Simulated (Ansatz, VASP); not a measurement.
**AgI: VASP beside Ansatz**

```
CELL_PARAMETERS angstrom
4.32079 0.00000 0.00000
0.00000 4.32079 0.00000
0.00000 0.00000 21.86787
ATOMIC_POSITIONS crystal
I 0.00000 0.50000 0.41156
I 0.50000 0.00000 0.58844
Ag 0.00000 0.00000 0.50000
Ag 0.50000 0.50000 0.50000
```

Alike in both runs: task relaxation of the atoms; functional PBE; dispersion D3(BJ); k mesh 6 × 6 × 1; occupations gaussian, width 0.05 eV; no spin polarisation.

|  | VASP | Ansatz |
| --- | --- | --- |
| version | VASP 6.6.1 | Ansatz 0.2.0 |
| potentials or method | VASP PAW PBE potentials, release 64 (I, Ag), cutoff 450 eV | scalar-relativistic, plane waves, PAW |
| valence electrons in the cell | 36 | 72 |

```tsv
	VASP	Ansatz	Ansatz less VASP
gap on the k mesh at the Fermi level, each at its own relaxed structure (eV)	2.06	2.06	+0.004
```

VASP's potentials hold 36 valence electrons a cell and Ansatz's 72, so a difference there can come from the potentials and not from the codes.

Spin-orbit coupling is off throughout. Noted on VASP's run: the relaxation stopped at its first step, so nothing moved.
